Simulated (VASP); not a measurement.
# GaN (F-43m) in VASP: settings compared

The runs below take GaN through single point, relaxation of cell and atoms, with revPBE, PBE.

Everything below comes from runs of VASP 6.6.1. Logs are shortened: lines on timing, memory, paths and dates and some standing lists are left out, and cuts for length are marked.

### Step 1. The cell of the first run

It takes space group F-43m (No. 216, cubic). The conventional cell has a = 4.573 Å, b = 4.573 Å, c = 4.573 Å, α = 90.00°, β = 90.00°, γ = 90.00°. Ga (site symmetry -43m) has 4 N at 1.98 Å within 2.6 Å. N (site symmetry -43m) has 4 Ga at 1.98 Å within 2.6 Å.

### Step 2. Single point, revPBE

Input file INCAR:

```
PREC = Accurate
ENCUT = 520
EDIFF = 1E-6
ISMEAR = -1
SIGMA = 0.05
LREAL = F
LASPH = T
NELM = 80
ALGO = Normal
ISIF = 2
LWAVE = F
LCHARG = T
GGA = RE
LELF = T
LVHAR = T
NBANDS = 16
```

Input file KPOINTS:

```
regular mesh
0
Gamma
  10 10 10
```

Input file POSCAR:

```
GaN
1.0
    0.0000000000      2.2865041015      2.2865041015
    2.2865041015      0.0000000000      2.2865041015
    2.2865041015      2.2865041015      0.0000000000
Ga N
1 1
Direct
    0.0000000000      0.0000000000      0.0000000000
    0.2500000000      0.2500000000      0.2500000000
```

Potentials or basis: VASP PAW PBE potentials, release 64 (Ga_d, N).

Launch:

```sh
> cat potpaw_PBE.64/Ga_d/POTCAR potpaw_PBE.64/N/POTCAR > POTCAR
> mpirun -np 1 vasp_std > vasp.out
```

OUTCAR:

```text
PREC = Accurate
   ENCUT = 520
   EDIFF = 1E-6
   ISMEAR = -1
   LREAL = F
   LASPH = T
   NELM = 80
   ISIF = 2
   GGA = RE

 ion  position               nearest neighbor table
   1  0.000  0.000  0.000-   2 1.98   2 1.98   2 1.98   2 1.98
   2  0.250  0.250  0.250-   1 1.98   1 1.98   1 1.98   1 1.98

  LATTYP: Found a face centered cubic cell.
 ALAT       =     4.5730082030

  Lattice vectors:

 A1 = (   0.0000000000,   2.2865041015,   2.2865041015)
 A2 = (   2.2865041015,   0.0000000000,   2.2865041015)
 A3 = (   2.2865041015,   2.2865041015,   0.0000000000)

Analysis of symmetry for initial positions (statically):
=====================================================================
 Subroutine PRICEL returns:
 Original cell was already a primitive cell.

 Routine SETGRP: Setting up the symmetry group for a
 face centered cubic supercell.

 Subroutine GETGRP returns: Found 24 space group operations
 (whereof 24 operations were pure point group operations)
 out of a pool of 48 trial point group operations.

The static configuration has the point symmetry T_d .

Analysis of symmetry for dynamics (positions and initial velocities):
=====================================================================
 Subroutine PRICEL returns:
 Original cell was already a primitive cell.

 Routine SETGRP: Setting up the symmetry group for a
 face centered cubic supercell.

 Subroutine GETGRP returns: Found 24 space group operations
 (whereof 24 operations were pure point group operations)
 out of a pool of 48 trial point group operations.

The dynamic configuration has the point symmetry T_d .

 Subroutine INISYM returns: Found 24 space group operations
 (whereof 24 operations are pure point group operations),
 and found     1 'primitive' translations

----------------------------------------------------------------------------------------

                                     Primitive cell

  volume of cell :      23.9081

  direct lattice vectors                    reciprocal lattice vectors
     0.000000000  2.286504101  2.286504101    -0.218674438  0.218674438  0.218674438
     2.286504101  0.000000000  2.286504101     0.218674438 -0.218674438  0.218674438
     2.286504101  2.286504101  0.000000000     0.218674438  0.218674438 -0.218674438

  length of vectors
     3.233605111  3.233605111  3.233605111     0.378755237  0.378755237  0.378755237

  position of ions in fractional coordinates (direct lattice)
     0.000000000  0.000000000  0.000000000
     0.250000000  0.250000000  0.250000000

  ion indices of the primitive-cell ions
   primitive index   ion index
                 1           1
                 2           2

----------------------------------------------------------------------------------------

 KPOINTS: regular mesh

Automatic generation of k-mesh.
 Grid dimensions read from file:
 generate k-points for:   10   10   10

 Generating k-lattice:

  Cartesian coordinates                     Fractional coordinates (reciprocal lattice)
    -0.021867444  0.021867444  0.021867444     0.100000000  0.000000000  0.000000000
     0.021867444 -0.021867444  0.021867444     0.000000000  0.100000000  0.000000000
     0.021867444  0.021867444 -0.021867444     0.000000000  0.000000000  0.100000000

  Length of vectors
     0.037875524  0.037875524  0.037875524

  Shift w.r.t. Gamma in fractional coordinates (k-lattice)
     0.000000000  0.000000000  0.000000000

 Subroutine IBZKPT returns following result:
 ===========================================

 Found     47 irreducible k-points:

 Following reciprocal coordinates:
            Coordinates               Weight
  0.000000  0.000000  0.000000      1.000000
  0.100000  0.000000  0.000000      8.000000
  0.200000  0.000000  0.000000      8.000000
  0.300000  0.000000  0.000000      8.000000
  0.400000  0.000000  0.000000      8.000000
  0.500000  0.000000  0.000000      4.000000
[... 16 lines left out ...]
  0.300000  0.300000  0.000000      6.000000
  0.400000  0.300000  0.000000     24.000000
 [... further k-points ...]
   k-points           NKPTS =     47   k-points in BZ     NKDIM =     47   number of bands    NBANDS=     16
   number of dos      NEDOS =    301   number of ions     NIONS =      2
   total plane-waves  NPLWV =  13824
   dimension x,y,z NGX =    24 NGY =   24 NGZ =   24
   dimension x,y,z NGXF=    48 NGYF=   48 NGZF=   48
   ions per type =               1   1
   NGX,Y,Z   is equivalent  to a cutoff of  12.34, 12.34, 12.34 a.u.
   NGXF,Y,Z  is equivalent  to a cutoff of  24.68, 24.68, 24.68 a.u.
 SYSTEM =  unknown system
   PREC   = accura    normal or accurate (medium, high low for compatibility)
   ISTART =      0    job   : 0-new  1-cont  2-samecut
   ICHARG =      2    charge: 1-file 2-atom 10-const
   ISPIN  =      1    spin polarized calculation?
   LNONCOLLINEAR =      F non collinear calculations
   LSORBIT =      F    spin-orbit coupling
   LASPH  =      T    aspherical Exc in radial PAW
   ENCUT  =  520.0 eV  38.22 Ry    6.18 a.u.   6.01  6.01  6.01*2*pi/ulx,y,z
   NELM   =     80;   NELMIN=  2; NELMDL= -5     # of ELM steps
   EDIFF  = 0.1E-05   stopping-criterion for ELM
   LREAL  =      F    real-space projection
   EDIFFG = 0.1E-04   stopping-criterion for IOM
   NSW    =      0    number of steps for IOM
   IBRION =     -1    ionic relax: 0-MD 1-quasi-New 2-CG
   NFREE  =      0    steps in history (QN), initial steepest desc. (CG)
   ISIF   =      2    stress and relaxation
   ISYM   =      2    0-nonsym 1-usesym 2-fastsym
   POTIM  = 0.5000    time-step for ionic-motion
   TEBEG  =    0.0;   TEEND  =   0.0 temperature during run
   PSTRESS=    0.0 pullay stress
   NELECT =      18.0000    total number of electrons
   NUPDOWN=      -1.0000    fix difference up-down
   EMIN   =  10.00;   EMAX   =-10.00  energy-range for DOS
   EFERMI =   0.00;   METHOD = LEGACY
   ISMEAR =    -1;   SIGMA  =   0.05  broadening in eV -4-tet -1-fermi 0-gaus
   EFERMI_NEDOS =   21; number of points for ismear=-14 and -15
   IALGO  =     38    algorithm
   IMIX   =      4    mixing-type and parameters
     AMIX     =   0.40;   BMIX     =  1.00
     AMIX_MAG =   1.60;   BMIX_MAG =  1.00
  volume/ion in A,a.u.               =      11.95        80.67
  Fermi-wavevector in a.u.,A,eV,Ry     =   1.489305  2.814379 30.178127  2.218030
  Thomas-Fermi vector in A             =   2.602230
   LORBIT       =      0    0 simple, 1 ext, 2 COOP (PROOUT), +10 PAW based schemes
   GGA     = RE    functional components
   LHFCALC =     F    Hartree Fock is set to
   AEXX    =    0.0000 exact exchange contribution
   IVDW    =     0    specifies the selected vdW correction
   LEPSILON=     F    determine dielectric tensor
   LRPA    =     F    only Hartree local field effects (RPA)
 non-spin polarized calculation
  energy-cutoff  :      520.00
  volume of cell :       23.91
 maximum number of plane-waves:       656
   NGX = 13   NGY = 13   NGZ = 13

 number of electron      17.9999983 magnetization

 Free energy of the ion-electron system (eV)
  ---------------------------------------------------
  ext. energy  EPLUGINS =         0.00000000
  ---------------------------------------------------
  free energy    TOTEN  =       -11.46208543 eV

  energy without entropy =      -11.46208543  energy(sigma->0) =      -11.46208543

 E-fermi :   5.7073     XC(G=0): -11.2895

 val. band max:        4.9192766982   @ k =   0.0000   0.0000   0.0000
 cond. band min:       6.4016964058   @ k =   0.0000   0.0000   0.0000
 fundamental gap:      1.4824197076
 Fermi energy:         5.7072907710

 k-point     1 :       0.0000    0.0000    0.0000
  band No.  band energies     occupation
      1     -10.6826      2.00000
      2      -8.5005      2.00000
      3      -8.5005      2.00000
      4      -8.5005      2.00000
      5      -8.2229      2.00000
      6      -8.2229      2.00000
[... 8 lines left out ...]
     15      23.5113      0.00000
     16      23.5113      0.00000

 k-point     2 :       0.1000    0.0000    0.0000
  band No.  band energies     occupation
      1     -10.5839      2.00000
      2      -8.4886      2.00000
      3      -8.4886      2.00000
      4      -8.4578      2.00000
      5      -8.2239      2.00000
      6      -8.2239      2.00000
[... 8 lines left out ...]
     15      22.2135      0.00000
     16      22.2188      0.00000

 k-point     3 :       0.2000    0.0000    0.0000
  band No.  band energies     occupation
      1     -10.3418      2.00000
      2      -8.4609      2.00000
      3      -8.4609      2.00000
      4      -8.2849      2.00000
      5      -8.2226      2.00000
      6      -8.2226      2.00000
[... 8 lines left out ...]
     15      21.4571      0.00000
     16      21.4571      0.00000

 k-point     4 :       0.3000    0.0000    0.0000
  band No.  band energies     occupation
      1     -10.0977      2.00000
      2      -8.4364      2.00000
      3      -8.4364      2.00000
      4      -8.2106      2.00000
      5      -8.2106      2.00000
      6      -7.8857      2.00000
[... 8 lines left out ...]
     15      21.8913      0.00000
     16      21.8913      0.00000

 k-point     5 :       0.4000    0.0000    0.0000
  band No.  band energies     occupation
      1      -9.9603      2.00000
      2      -8.4258      2.00000
      3      -8.4258      2.00000
      4      -8.1910      2.00000
      5      -8.1910      2.00000
      6      -7.3115      2.00000
[... 8 lines left out ...]
     15      23.2001      0.00000
     16      23.2001      0.00000

 k-point     6 :       0.5000    0.0000    0.0000
  band No.  band energies     occupation
      1      -9.9219      2.00000
      2      -8.4238      2.00000
      3      -8.4238      2.00000
      4      -8.1812      2.00000
      5      -8.1812      2.00000
      6      -6.9902      2.00000
[... 8 lines left out ...]
     15      24.1348      0.00000
     16      24.1348      0.00000
[... 267 lines left out ...]
 k-point    21 :      -0.3000    0.2000    0.0000
  band No.  band energies     occupation
      1      -9.9033      2.00000
      2      -8.4145      2.00000
      3      -8.3774      2.00000
      4      -8.2278      2.00000
      5      -8.2221      2.00000
      6      -7.1867      2.00000
[... 8 lines left out ...]
     15      21.8450      0.00000
     16      25.0794      0.00000

 k-point    22 :      -0.2000    0.2000    0.0000
  band No.  band energies     occupation
      1     -10.0234      2.00000
      2      -8.4212      2.00000
      3      -8.4096      2.00000
      4      -8.2415      2.00000
      5      -8.2269      2.00000
      6      -7.7216      2.00000
[... 8 lines left out ...]
     15      21.9407      0.00000
     16      25.0172      0.00000

 k-point    23 :       0.3000    0.3000    0.0000
  band No.  band energies     occupation
      1      -9.9537      2.00000
      2      -8.3607      2.00000
      3      -8.3345      2.00000
      4      -8.3345      2.00000
      5      -8.1786      2.00000
      6      -7.6945      2.00000
[... 8 lines left out ...]
     15      26.5351      0.00000
     16      26.7118      0.00000

 k-point    24 :       0.4000    0.3000    0.0000
  band No.  band energies     occupation
      1      -9.8650      2.00000
      2      -8.3794      2.00000
      3      -8.3044      2.00000
      4      -8.3041      2.00000
      5      -8.1697      2.00000
      6      -7.2580      2.00000
[... 8 lines left out ...]
     15      26.5729      0.00000
     16      26.8973      0.00000

 [... further k-points ...]
[... 5 lines left out ...]
  --------------------------------------------------------------------------------------
  -------------------------------------------------------------------------------------
  Total        0.0159889      0.0159889      0.0159889      0.0000000     -0.0000000     -0.0000000
  in kB        1.0714764      1.0714764      1.0714764      0.0000000     -0.0000000     -0.0000000
  external PRESSURE =       1.0714764 kB  Pullay stress =       0.0000000 kB

 VOLUME and BASIS-vectors are now :
 -----------------------------------------------------------------------------
  energy-cutoff  :      520.00
  volume of cell :       23.91
      direct lattice vectors                 reciprocal lattice vectors
     0.000000000  2.286504101  2.286504101    -0.218674438  0.218674438  0.218674438
     2.286504101  0.000000000  2.286504101     0.218674438 -0.218674438  0.218674438
     2.286504101  2.286504101  0.000000000     0.218674438  0.218674438 -0.218674438

 POSITION                                       TOTAL-FORCE (eV/Angst)
 -----------------------------------------------------------------------------------
      0.00000      0.00000      0.00000         0.000000      0.000000      0.000000
      1.14325      1.14325      1.14325        -0.000000     -0.000000     -0.000000
 -----------------------------------------------------------------------------------
    total drift:                                0.000001      0.000001      0.000001

  FREE ENERGIE OF THE ION-ELECTRON SYSTEM (eV)
  ---------------------------------------------------
  free  energy   TOTEN  =       -11.4620854340 eV

  energy  without entropy=      -11.4620854309  energy(sigma->0) =      -11.46208543
```

Run time: 9.9 s. Hardware: 1 thread of Intel Xeon Platinum 8488C (Sapphire Rapids), shared host; peak memory 0.14 GiB.

What came out:

```yaml
Free_energy: -11.4621 eV
Pressure: 0.1 GPa
Band_gap_on_the_k_mesh: 1.48 eV, direct
```

Caveat: the PAW data sets were made with another functional, which shifts forces and pressure a little. A hybrid or GW would open this gap; revPBE tends to underestimate it.

### Step 3. Single point, PBE

This run uses another cell than the first one, of 11.76 Å³/atom, 0.984 times its volume.

Input file INCAR:

```
PREC = Accurate
ENCUT = 520
EDIFF = 1E-6
ISMEAR = -1
SIGMA = 0.05
LREAL = False
LASPH = True
NELM = 60
ALGO = Normal
ISIF = 2
LWAVE = False
LCHARG = False
GGA = PE
NBANDS = 16
```

KPOINTS is that of step 2.

Input file POSCAR:

```
GaN
1.0
    0.0000000000      2.2738758032      2.2738758032
    2.2738758032      0.0000000000      2.2738758032
    2.2738758032      2.2738758032      0.0000000000
Ga N
1 1
Direct
    0.0000000000      0.0000000000      0.0000000000
    0.2500000000      0.2500000000      0.2500000000
```

Potentials or basis: VASP PAW PBE potentials, release 64 (Ga_d, N).

Launch:

```sh
> cat potpaw_PBE.64/Ga_d/POTCAR potpaw_PBE.64/N/POTCAR > POTCAR
> mpirun -np 1 vasp_std > vasp.out
```

OUTCAR:

```text
PREC = Accurate
   ENCUT = 520
   EDIFF = 1E-6
   ISMEAR = -1
   LREAL = False
   LASPH = True
   NELM = 60
   ISIF = 2
   GGA = PE

 ion  position               nearest neighbor table
   1  0.000  0.000  0.000-   2 1.97   2 1.97   2 1.97   2 1.97
   2  0.250  0.250  0.250-   1 1.97   1 1.97   1 1.97   1 1.97

  LATTYP: Found a face centered cubic cell.
 ALAT       =     4.5477516064

  Lattice vectors:

 A1 = (   0.0000000000,   2.2738758032,   2.2738758032)
 A2 = (   2.2738758032,   0.0000000000,   2.2738758032)
 A3 = (   2.2738758032,   2.2738758032,   0.0000000000)

Analysis of symmetry for initial positions (statically):
=====================================================================
 Subroutine PRICEL returns:
 Original cell was already a primitive cell.

 Routine SETGRP: Setting up the symmetry group for a
 face centered cubic supercell.

 Subroutine GETGRP returns: Found 24 space group operations
 (whereof 24 operations were pure point group operations)
 out of a pool of 48 trial point group operations.

The static configuration has the point symmetry T_d .
[... 153 lines left out ...]
  ---------------------------------------------------
  ext. energy  EPLUGINS =         0.00000000
  ---------------------------------------------------
  free energy    TOTEN  =       -12.15354616 eV

  energy without entropy =      -12.15354616  energy(sigma->0) =      -12.15354616

 E-fermi :   5.8128     XC(G=0): -11.5233

 val. band max:        4.9919287871   @ k =   0.0000   0.0000   0.0000
 cond. band min:       6.5420797634   @ k =   0.0000   0.0000   0.0000
 fundamental gap:      1.5501509763
 Fermi energy:         5.8128345039

 k-point     1 :       0.0000    0.0000    0.0000
  band No.  band energies     occupation
      1     -10.7147      2.00000
      2      -8.4309      2.00000
      3      -8.4309      2.00000
      4      -8.4309      2.00000
      5      -8.1376      2.00000
      6      -8.1376      2.00000
[... 433 lines left out ...]
      3      -8.2242      2.00000
      4      -8.2240      2.00000
      5      -8.0816      2.00000
      6      -7.1811      2.00000
[... 8 lines left out ...]
     15      26.8599      0.00000
     16      27.1267      0.00000

 [... further k-points ...]
[... 5 lines left out ...]
  --------------------------------------------------------------------------------------
  -------------------------------------------------------------------------------------
  Total        0.0278130      0.0278130      0.0278130      0.0000000      0.0000000      0.0000000
  in kB        1.8950800      1.8950800      1.8950800      0.0000000      0.0000000      0.0000000
  external PRESSURE =       1.8950800 kB  Pullay stress =       0.0000000 kB

 VOLUME and BASIS-vectors are now :
 -----------------------------------------------------------------------------
  energy-cutoff  :      520.00
  volume of cell :       23.51
      direct lattice vectors                 reciprocal lattice vectors
     0.000000000  2.273875803  2.273875803    -0.219888878  0.219888878  0.219888878
     2.273875803  0.000000000  2.273875803     0.219888878 -0.219888878  0.219888878
     2.273875803  2.273875803  0.000000000     0.219888878  0.219888878 -0.219888878

 POSITION                                       TOTAL-FORCE (eV/Angst)
 -----------------------------------------------------------------------------------
      0.00000      0.00000      0.00000        -0.000000     -0.000000      0.000000
      1.13694      1.13694      1.13694         0.000000      0.000000     -0.000000
 -----------------------------------------------------------------------------------
    total drift:                                0.000002      0.000002      0.000001

  FREE ENERGIE OF THE ION-ELECTRON SYSTEM (eV)
  ---------------------------------------------------
  free  energy   TOTEN  =       -12.1535461631 eV

  energy  without entropy=      -12.1535461615  energy(sigma->0) =      -12.15354616
```

OSZICAR:

```text
N       E                     dE             d eps       ncg     rms          rms(c)
DAV:   1     0.793886191735E+02    0.79389E+02   -0.94364E+03  1712   0.202E+03
DAV:   2    -0.839279594722E+01   -0.87781E+02   -0.81876E+02  1736   0.325E+02
DAV:   3    -0.140494153345E+02   -0.56566E+01   -0.56363E+01  1744   0.694E+01
DAV:   4    -0.141110838064E+02   -0.61668E-01   -0.61663E-01  1936   0.789E+00
DAV:   5    -0.141119456891E+02   -0.86188E-03   -0.86187E-03  1776   0.829E-01    0.762E+00
DAV:   6    -0.121558690639E+02    0.19561E+01   -0.49457E+00  2256   0.389E+01    0.269E+00
DAV:   7    -0.121613589176E+02   -0.54899E-02   -0.30634E-01  1640   0.668E+00    0.176E+00
DAV:   8    -0.121577447328E+02    0.36142E-02   -0.63345E-02  1680   0.320E+00    0.839E-01
DAV:   9    -0.121532285317E+02    0.45162E-02   -0.13976E-02  2264   0.258E+00    0.222E-01
DAV:  10    -0.121536366709E+02   -0.40814E-03   -0.14163E-03  1696   0.483E-01    0.115E-01
DAV:  11    -0.121535413173E+02    0.95354E-04   -0.26254E-04  2224   0.257E-01    0.776E-03
DAV:  12    -0.121535463763E+02   -0.50590E-05   -0.29683E-05  1688   0.498E-02    0.828E-03
DAV:  13    -0.121535461631E+02    0.21321E-06   -0.54996E-07  1360   0.126E-02
   1 F= -.12153546E+02 E0= -.12153546E+02  d E =-.156923E-08
```

It took 8.8 s on 1 thread of Intel Xeon Platinum 8488C (Sapphire Rapids), shared host; peak memory 0.14 GiB.

What came out:

* Free energy: -12.1535 eV
* Pressure: 0.2 GPa
* Band gap on the k mesh: 1.55 eV, direct

(Continued in part 2 of 2.)
